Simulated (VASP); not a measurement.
# TiO2 (Pbcn) in VASP: settings compared, part 2 of 2

VASP 6.6.1.

### Step 3. Single point, r2SCAN+U

This run uses another cell than the first one, of 10.43 Å³/atom.

POSCAR reads:

```
TiO2
1.0
    4.5624631827      0.0000000000      0.0000000000
    0.0000000000      5.5139555867      0.0000000000
    0.0000000000      0.0000000000      4.9769483125
Ti O
4 8
Direct
    0.0000000000      0.1653263920      0.7500000000
    0.5000000000      0.3346736080      0.2500000000
    0.0000000000      0.8346736080      0.2500000000
    0.5000000000      0.6653263920      0.7500000000
    0.2728287032      0.3849173152      0.9192404418
    0.7728287032      0.1150826848      0.0807595582
    0.2271712968      0.1150826848      0.4192404418
    0.7271712968      0.3849173152      0.5807595582
    0.2728287032      0.6150826848      0.4192404418
    0.7728287032      0.8849173152      0.5807595582
    0.2271712968      0.8849173152      0.9192404418
    0.7271712968      0.6150826848      0.0807595582
```

INCAR.step1 reads:

```
SYSTEM = TiO2
PREC = Accurate
ENCUT = 520
ISMEAR = -1
SIGMA = 0.05
LREAL = .False.
LASPH = .True.
NELM = 150
LMAXMIX = 4
LDAU = .True.
LDAUTYPE = 2
LDAUL = 2 -1
LDAUU = 6 0
LDAUJ = 0 0
NBANDS = 60
GGA = PE
ALGO = Normal
EDIFF = 1E-4
LWAVE = .True.
LCHARG = .False.
KPAR = 4
```

INCAR.step2 reads:

```
SYSTEM = TiO2
PREC = Accurate
ENCUT = 520
EDIFF = 1E-7
ISMEAR = -1
SIGMA = 0.05
LREAL = .False.
LASPH = .True.
NELM = 150
ALGO = Normal
ISIF = 2
LWAVE = .False.
LCHARG = .False.
LMAXMIX = 4
LDAU = .True.
LDAUTYPE = 2
LDAUL = 2 -1
LDAUU = 6 0
LDAUJ = 0 0
LDAUPRINT = 1
METAGGA = R2SCAN
LMIXTAU = .True.
NBANDS = 60
ISTART = 1
KPAR = 4
```

KPOINTS reads:

```
Automatic mesh
0
Gamma
  6 5 6
  0 0 0
```

Potentials or basis: VASP PAW PBE potentials, release 64 (Ti_sv, O).

Command:

```
> cat potpaw_PBE.64/Ti_sv/POTCAR potpaw_PBE.64/O/POTCAR > POTCAR
> cp INCAR.step1 INCAR
> mpirun -np 4 vasp_std > vasp.out
> cp INCAR.step2 INCAR
> mpirun -np 4 vasp_std > vasp.out
```

OUTCAR:

```text
SYSTEM = TiO2
   PREC = Accurate
   ENCUT = 520
   EDIFF = 1E-7
   ISMEAR = -1
   LREAL = .False.
   LASPH = .True.
   NELM = 150
   ISIF = 2
   METAGGA = R2SCAN
   ISTART = 1

 ion  position               nearest neighbor table
   1  0.000  0.165  0.750-   5 1.93   8 1.93   7 1.96   6 1.96  10 2.04  11 2.04
   2  0.500  0.335  0.250-   6 1.93   7 1.93   5 1.96   8 1.96   9 2.04  12 2.04
   3  0.000  0.835  0.250-   9 1.93  12 1.93  11 1.96  10 1.96   6 2.04   7 2.04
   4  0.500  0.665  0.750-  10 1.93  11 1.93   9 1.96  12 1.96   5 2.04   8 2.04
   5  0.273  0.385  0.919-   1 1.93   2 1.96   4 2.04
   6  0.773  0.115  0.081-   2 1.93   1 1.96   3 2.04
   7  0.227  0.115  0.419-   2 1.93   1 1.96   3 2.04
   8  0.727  0.385  0.581-   1 1.93   2 1.96   4 2.04
   9  0.273  0.615  0.419-   3 1.93   4 1.96   2 2.04
  10  0.773  0.885  0.581-   4 1.93   3 1.96   1 2.04
  11  0.227  0.885  0.919-   4 1.93   3 1.96   1 2.04
  12  0.727  0.615  0.081-   3 1.93   4 1.96   2 2.04

  LATTYP: Found a simple orthorhombic cell.
 ALAT       =     4.5624631827
 B/A-ratio  =     1.0908467889
 C/A-ratio  =     1.2085479632

  Lattice vectors:

 A1 = (  -4.5624631827,   0.0000000000,   0.0000000000)
 A2 = (   0.0000000000,   0.0000000000,   4.9769483125)
 A3 = (   0.0000000000,   5.5139555867,   0.0000000000)

Analysis of symmetry for initial positions (statically):
=====================================================================
 Subroutine PRICEL returns:
 Original cell was already a primitive cell.

 Routine SETGRP: Setting up the symmetry group for a
 simple orthorhombic supercell.

 Subroutine GETGRP returns: Found  8 space group operations
[... 309 lines left out ...]
  o =  0.2351  v =  0.0000  0.0000  0.0000  0.0000  0.0000 -0.8204  0.5717  0.0000 -0.0000  0.0000      0.0000  0.0000  0.0000  0.0000  0.0000  0.0000  0.0000  0.0000  0.0000  0.0000
  o =  0.2481  v =  0.0000 -0.0000  0.5364  0.8145  0.2209  0.0000  0.0000  0.0000  0.0000  0.0000      0.0000  0.0000  0.0000  0.0000  0.0000  0.0000  0.0000  0.0000  0.0000  0.0000
  o =  0.2481  v =  0.0000  0.0000  0.0000  0.0000  0.0000  0.0000 -0.0000  0.5364  0.8145  0.2209      0.0000  0.0000  0.0000  0.0000  0.0000  0.0000  0.0000  0.0000  0.0000  0.0000

 number of electron      95.9999999 magnetization

 Free energy of the ion-electron system (eV)
  ---------------------------------------------------
  ext. energy  EPLUGINS =         0.00000000
  ---------------------------------------------------
  free energy    TOTEN  =      -124.56841985 eV

  energy without entropy =     -124.56841985  energy(sigma->0) =     -124.56841985

 E-fermi :   5.8440     XC(G=0): -12.1851

 val. band max:        4.6164272585   @ k =   0.0000   0.0000   0.0000
 cond. band min:       8.3437495456   @ k =   0.0000   0.0000   0.5000
 fundamental gap:      3.7273222871
 Fermi energy:         5.8440445311

 k-point     1 :       0.0000    0.0000    0.0000
  band No.  band energies     occupation
      1     -55.7133      2.00000
      2     -55.6954      2.00000
      3     -55.6833      2.00000
      4     -55.6804      2.00000
      5     -30.9819      2.00000
      6     -30.9115      2.00000
[... 1501 lines left out ...]
     59       9.6526      0.00000
     60       9.6526      0.00000

 [... further k-points ...]

------------------------ aborting loop because EDIFF is reached ----------------------------------------

  FORCE on cell =-STRESS in cart. coord.  units (eV):
  Direction    XX          YY          ZZ          XY          YZ          ZX
  --------------------------------------------------------------------------------------
  -------------------------------------------------------------------------------------
  Total        5.3790446      4.6583837      5.4967177      0.0000000      0.0000000     -0.0000000
  in kB       68.8319326     59.6101302     70.3377140      0.0000000      0.0000000     -0.0000000
  external PRESSURE =      66.2599256 kB  Pullay stress =       0.0000000 kB

 VOLUME and BASIS-vectors are now :
 -----------------------------------------------------------------------------
  energy-cutoff  :      520.00
  volume of cell :      125.21
      direct lattice vectors                 reciprocal lattice vectors
     4.562463183  0.000000000  0.000000000     0.219179851  0.000000000  0.000000000
     0.000000000  5.513955587  0.000000000     0.000000000  0.181358008  0.000000000
     0.000000000  0.000000000  4.976948313     0.000000000  0.000000000  0.200926338

 POSITION                                       TOTAL-FORCE (eV/Angst)
 -----------------------------------------------------------------------------------
      0.00000      0.91160      3.73271        -0.000000     -0.252971      0.000000
      2.28123      1.84538      1.24424        -0.000000      0.252971      0.000000
      0.00000      4.60235      1.24424         0.000000      0.252971      0.000000
      2.28123      3.66858      3.73271         0.000000     -0.252971      0.000000
      1.24477      2.12242      4.57501        -0.072011      0.121682     -0.034204
      3.52600      0.63456      0.40194        -0.072011     -0.121682      0.034204
      1.03646      0.63456      2.08654         0.072011     -0.121682     -0.034204
      3.31769      2.12242      2.89041         0.072011      0.121682      0.034204
      1.24477      3.39154      2.08654        -0.072011     -0.121682     -0.034204
      3.52600      4.87939      2.89041        -0.072011      0.121682      0.034204
      1.03646      4.87939      4.57501         0.072011      0.121682     -0.034204
      3.31769      3.39154      0.40194         0.072011     -0.121682      0.034204
 -----------------------------------------------------------------------------------
    total drift:                                0.000000      0.000000      0.000000

  FREE ENERGIE OF THE ION-ELECTRON SYSTEM (eV)
  ---------------------------------------------------
  free  energy   TOTEN  =      -124.5684198520 eV

  energy  without entropy=     -124.5684198519  energy(sigma->0) =     -124.56841985
```

Wall time 5.8 min (4 MPI ranks of Intel Xeon Platinum 8488C (Sapphire Rapids), shared host); peak memory 0.41 GiB.

Results:

- Free energy: -124.5684 eV
- Pressure: 6.6 GPa
- Largest force: 0.253 eV/Å
- Band gap on the k mesh: 3.73 eV (least direct gap 3.75 eV)

Forces in eV/Å, atoms in the order of the input:
```
Ti   0.000 -0.253  0.000
Ti   0.000  0.253  0.000
Ti   0.000  0.253  0.000
Ti   0.000 -0.253  0.000
O   -0.072  0.122 -0.034
O   -0.072 -0.122  0.034
O    0.072 -0.122 -0.034
O    0.072  0.122  0.034
O   -0.072 -0.122 -0.034
O   -0.072  0.122  0.034
O    0.072  0.122 -0.034
O    0.072 -0.122  0.034
```

Stress tensor (GPa, compression positive):
```
6.88 0.00 0.00
0.00 5.96 0.00
0.00 0.00 7.03
```

Levels at points of the mesh, in eV from the valence-band top:
| k point | band 44 | band 45 | band 46 | band 47 | band 48 | band 49 | band 50 | band 51 | band 52 | band 53 |
| --- | --- | --- | --- | --- | --- | --- | --- | --- | --- | --- |
| (0.00, 0.00, 0.00) | -0.68 | -0.39 | -0.39 | -0.06 | 0.00 | 3.75 | 3.80 | 3.87 | 3.94 | 4.08 |
| (0.50, 0.00, 0.00) | -1.44 | -0.35 | -0.35 | -0.27 | -0.27 | 4.19 | 4.19 | 4.39 | 4.39 | 4.64 |
| (0.00, 0.00, 0.50) | -0.90 | -0.44 | -0.44 | -0.33 | -0.33 | 3.73 | 3.73 | 4.14 | 4.14 | 4.49 |
| (0.50, 0.00, 0.50) | -1.31 | -0.47 | -0.47 | -0.47 | -0.47 | 4.08 | 4.08 | 4.08 | 4.08 | 4.57 |

Eigenvalues of the final occupation matrices:
```csv
site,spin,trace,eigenvalues
site 1 d,1,0.72,0.07 0.08 0.09 0.24 0.25
site 1 d,2,0.72,0.07 0.08 0.09 0.24 0.25
site 2 d,1,0.72,0.07 0.08 0.09 0.24 0.25
site 2 d,2,0.72,0.07 0.08 0.09 0.24 0.25
site 3 d,1,0.72,0.07 0.08 0.09 0.24 0.25
site 3 d,2,0.72,0.07 0.08 0.09 0.24 0.25
site 4 d,1,0.72,0.07 0.08 0.09 0.24 0.25
site 4 d,2,0.72,0.07 0.08 0.09 0.24 0.25
```

Caveat: the cell stands under pressure; the PAW data sets were made with another functional, which shifts forces and pressure a little. A k mesh can miss the band edges.
